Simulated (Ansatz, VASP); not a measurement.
One calculation of MnHg, two programs

The input INCAR:

```
SYSTEM = MnHg
PREC = Accurate ; ENCUT = 520
EDIFF = 1E-6 ; ISMEAR = -1
SIGMA = 0.1 ; LREAL = .False.
LASPH = .True. ; NELM = 150
ALGO = Normal ; ISIF = 2
LWAVE = .False. ; LCHARG = .False.
ISPIN = 2 ; MAGMOM = 2.8 0
LORBIT = 11 ; LMAXMIX = 4
GGA = PE ; NBANDS = 24
```

Contents of KPOINTS:

```
regular mesh
0
Gamma
  9 9 9
  0 0 0
```

The input POSCAR:

```
MnHg
1.0
    3.2322604184      0.0000000000      0.0000000000
    0.0000000000      3.2322604184      0.0000000000
    0.0000000000      0.0000000000      3.2568366077
Mn Hg
1 1
Direct
    0.5000000000      0.5000000000      0.5000000000
    0.0000000000      0.0000000000      0.0000000000
```

Input for Ansatz:

```yaml
crystal:
  lattice:
    - [3.232260418352244, 0.0, 0.0]
    - [0.0, 3.232260418352244, 0.0]
    - [0.0, 0.0, 3.2568366076645336]
  atoms:
    - { symbol: Mn, position: [0.5, 0.5, 0.5], spin: 2.8 }
    - { symbol: Hg, position: [0.0, 0.0, 0.0] }
basis:
  ecutwfc: 510.0
kpoints:
  mp_grid:
    grid: [9, 9, 9]
hamiltonian:
  xc: pbe
magnetization:
  spin_polarized: true
scf:
  occupations:
    method: fermi_dirac
output:
  stress: true
```

Alike in both runs: task single point; functional PBE; k mesh 9 × 9 × 9; collinear spin.

|  | VASP | Ansatz |
| --- | --- | --- |
| version | VASP 6.6.1 | Ansatz 0.2.0 |
| potentials or method | VASP PAW PBE potentials, release 64 (Mn_pv, Hg), cutoff 520 eV | plane waves, PAW |
| occupations | fermi-dirac, width 0.1 eV | fermi-dirac |
| valence electrons in the cell | 25 | 35 |

```csv
,VASP,Ansatz,Ansatz less VASP
pressure (GPa),7.1,6.4,-0.68
net moment per atom (μB),1.86,1.86,-0.003
size of the moment on the site where the two differ most (μB),0.06,0.02,-0.038
```

Site moments also hang on the region over which each program counts them. VASP's potentials hold 25 valence electrons a cell and Ansatz's 35, so a difference there can come from the potentials and not from the codes.

Neither program's run includes spin-orbit coupling.
